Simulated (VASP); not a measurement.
## Al3GaAs4: relaxation of cell and atoms with PBE

Al3GaAs4:

```
Al Ga As
1.0
     5.73277    0.00000    0.00000
     0.00000    5.73277    0.00000
     0.00000    0.00000    5.73277
Al Ga As
3 1 4
Cartesian
  0.0000 2.8664 2.8664
  2.8664 2.8664 0.0000
  2.8664 0.0000 2.8664
  0.0000 0.0000 0.0000
  4.2945 4.2945 1.4382
  4.2945 1.4382 4.2945
  1.4382 4.2945 4.2945
  1.4382 1.4382 1.4382
```

| Quantity | Value |
| --- | --- |
| Program | VASP 6.6.1 |
| Task | relaxation of cell and atoms |
| Functional | PBE |
| Potentials or basis | VASP PAW PBE potentials, release 64 (Al, Ga_d, As) |
| Cutoff | 600 eV |
| k mesh | 6 × 6 × 6 |
| Occupations | gaussian, width 0.01 eV |
| Spin | no spin polarisation |
| Dipole correction | no |
| Further INCAR settings | ALGO = Normal; EDIFF = 1e-06; IBRION = 2; EDIFFG = -0.001; NSW = 80; ISIF = 3 |

The relaxed volume is 23.61 Å³/atom. The relaxed cell is a = 5.738 Å, b = 5.738 Å, c = 5.738 Å, α = 90.00°, β = 90.00°, γ = 90.00°, the space group after relaxing (to 0.1 Å) is P-43m (No. 215) and the energy gained by relaxing is 0.0 meV/atom. The ionic steps are 13. The pressure after relaxing is 0.0 GPa. The band gap on the k mesh is 1.02 eV (least direct gap 1.15 eV).

The path:
| step | energy change (eV) | largest force (eV/Å) | pressure (GPa) | volume (Å³) |
| --- | --- | --- | --- | --- |
| 1 | 0.0000 | 0.0042 | 0.17 | 188.41 |
| 2 | -0.0002 | 0.0030 | -0.05 | 189.07 |
| 3 | -0.0002 | 0.0033 | 0.01 | 188.88 |
| 4 | -0.0002 | 0.0033 | -0.02 | 188.92 |
| 5 | -0.0002 | 0.0032 | 0.01 | 188.90 |
| 6 | -0.0002 | 0.0032 | 0.00 | 188.91 |
| 7 | -0.0002 | 0.0016 | -0.01 | 188.91 |
| 8 | -0.0002 | 0.0003 | -0.01 | 188.91 |
| 9 | -0.0002 | 0.0009 | -0.01 | 188.90 |
| 10 | -0.0002 | 0.0032 | 0.03 | 188.86 |
| 11 | -0.0002 | 0.0014 | 0.00 | 188.89 |
| 12 | -0.0002 | 0.0013 | 0.00 | 188.89 |
| 13 | -0.0002 | 0.0007 | 0.00 | 188.89 |

Final structure:
```
CELL_PARAMETERS angstrom
5.73767 0.00000 0.00000
0.00000 5.73767 0.00000
0.00000 0.00000 5.73767
ATOMIC_POSITIONS crystal
Al 0.00000 0.50000 0.50000
Al 0.50000 0.50000 0.00000
Al 0.50000 0.00000 0.50000
Ga 0.00000 0.00000 0.00000
As 0.74907 0.74907 0.25093
As 0.74907 0.25093 0.74907
As 0.25093 0.74907 0.74907
As 0.25093 0.25093 0.25093
```

Levels at points of the mesh, in eV from the valence-band top:
```tsv
k point	band 19	band 20	band 21	band 22	band 23	band 24
(0.00, 0.00, 0.00)	0.00	0.00	0.00	1.15	1.54	1.54
(0.50, 0.00, 0.00)	-1.39	-1.30	-1.30	2.30	2.54	3.44
(0.50, 0.50, 0.00)	-0.90	-0.90	-0.90	2.80	3.23	3.23
(0.50, 0.50, 0.50)	-0.79	-0.79	-0.79	1.02	1.97	1.97
```

It took 5.1 min on 1 thread of Intel(R) Xeon(R) 6975P-C (Granite Rapids), on a shared host, peak memory 0.42 GiB.

A k mesh can miss the band edges.
